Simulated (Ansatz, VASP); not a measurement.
# One calculation of ZnCd3O4, two programs

```xyz
8
Lattice="4.9987 0.0000 0.0000 0.0000 4.9987 0.0000 0.0000 0.0000 4.9987" Properties=species:S:1:pos:R:3 pbc="T T T"
Zn    0.0000    0.0000    0.0000
Cd    0.0000    2.4994    2.4994
Cd    2.4994    0.0000    2.4994
Cd    2.4994    2.4994    0.0000
O     3.8381    3.8381    1.1606
O     3.8381    1.1606    3.8381
O     1.1606    3.8381    3.8381
O     1.1606    1.1606    1.1606
```

Alike in both runs: functional PBE; k mesh 8 × 8 × 8; occupations gaussian, width 0.1 eV; no spin polarisation.

Ansatz relaxed the structure, and its values are those at the end. VASP's run is a single point on that final structure, the one shown.

|  | VASP | Ansatz |
| --- | --- | --- |
| version | VASP 6.6.1 | Ansatz 0.2.0 |
| potentials or method | VASP PAW PBE potentials, release 64 (Zn, Cd_sv_GW, O), cutoff 700 eV | scalar-relativistic, plane waves, PAW |
| valence electrons in the cell | 96 | 96 |

Ansatz gave:

```
gap on the k mesh at the Fermi level (eV) : none
pressure (GPa)                            : 0.0
rms of the force components (eV/Å)        : 0.003
```

Problem. Estimate VASP's values.

Solution. gap on the k mesh at the Fermi level (eV): none; pressure (GPa): 0.1; rms of the force components (eV/Å): 0.020.

A gap of «none» marks a metal or a gap that the smearing closes. The functional is the same, so the differences come from potentials, cutoffs and numerics.
